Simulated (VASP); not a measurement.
Input of a VASP 6.6.1 run:

File INCAR:

```
PREC = Accurate
ENCUT = 500
EDIFF = 1E-6
ISMEAR = -1
SIGMA = 0.05
LREAL = False
LASPH = True
NELM = 120
ALGO = Normal
ISIF = 2
LWAVE = False
LCHARG = False
GGA = PE
NBANDS = 30
GGA_COMPAT = False
```

The input KPOINTS:

```
Automatic mesh
0
Gamma
  5 5 5
```

The input POSCAR:

```
Ca3Tc
1.0
    4.8162861164      0.0000000000      0.0000000000
    0.0000000000      4.8162861164      0.0000000000
    0.0000000000      0.0000000000      4.8162861164
Tc Ca
1 3
Direct
    0.0000000000      0.0000000000      0.0000000000
    0.0000000000      0.5000000000      0.5000000000
    0.5000000000      0.0000000000      0.5000000000
    0.5000000000      0.5000000000      0.0000000000
```

Potentials or basis: VASP PAW PBE potentials, release 64 (Tc_pv, Ca_sv).

Launch:

```sh
$ cat potpaw_PBE.64/Tc_pv/POTCAR potpaw_PBE.64/Ca_sv/POTCAR > POTCAR
$ mpirun -np 1 vasp_std > vasp.out
```

Q: What does it give for the band gap on the k mesh?

A: Zero (an odd number of electrons rules out a gap without spin polarisation).

Q: Predict the pressure.

A: -0.6 GPa.
